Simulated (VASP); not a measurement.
Set up this calculation in VASP 6.6.1, as the native input.

* Task: relaxation of cell and atoms
* Functional: PBE
* Potentials or basis: VASP PAW PBE potentials, release 64 (H, Os)
* Cutoff: 600 eV
* k mesh: 6 × 6 × 6
* Occupations: gaussian, width 0.1 eV
* Spin: no spin polarisation
* Dipole correction: no
* Further INCAR settings: ALGO = Normal; EDIFF = 1e-06; IBRION = 2; EDIFFG = -0.04; NSW = 90; ISIF = 3

The structure of H2Os lies in POSCAR:

```
H2Os
1.0
    1.8013032626     -2.5045692009      0.0000000000
    1.8013032626      2.5045692009      0.0000000000
    0.0000000000      0.0000000000      2.5064091032
H Os
2 1
Direct
    0.8576475404      0.1423524596      0.5000000000
    0.1423524596      0.8576475404      0.5000000000
    0.5000000000      0.5000000000      0.5000000000
```

The cell was generated, and may not be a known phase.

The input as run:

INCAR

```
SYSTEM = H2Os
PREC = Accurate ; ENCUT = 600
EDIFF = 1E-6 ; ISMEAR = 0
SIGMA = 0.1 ; LREAL = .False.
LASPH = .True. ; NELM = 100
ALGO = Normal ; ISIF = 3
LWAVE = .False. ; LCHARG = .False.
GGA = PE ; IBRION = 2
NSW = 90 ; EDIFFG = -0.04
```

KPOINTS

```
Automatic mesh
0
Gamma
  6 6 6
  0 0 0
```

Potentials or basis: VASP PAW PBE potentials, release 64 (H, Os).

Run with:

```console
$ cat potpaw_PBE.64/H/POTCAR potpaw_PBE.64/Os/POTCAR > POTCAR
$ mpirun -np 1 vasp_std > vasp.out
```

It gave:

* Relaxed volume: 7.67 Å³/atom
* Relaxed cell: a = 3.040 Å, b = 3.040 Å, c = 2.603 Å, α = 90.00°, β = 90.00°, γ = 107.07°
* Space group after relaxing (to 0.1 Å): Cmmm (No. 65)
* Energy gained by relaxing: 16.0 meV/atom
* Ionic steps: 7
* Pressure after relaxing: 0.0 GPa
* Largest force after relaxing: 0.020 eV/Å
* Band gap on the k mesh: zero (bands 5 and 6 overlap by 2.55 eV)

Caveat: the k points lie up to 0.40 Å⁻¹ apart in the final cell, too coarse for converged energies and pressures of a metal; spin-orbit coupling is left out, which moves the levels of the heavy elements.

Wall time 79 s on 1 thread of Intel Xeon 8259CL (shared host), peak memory 0.16 GiB.
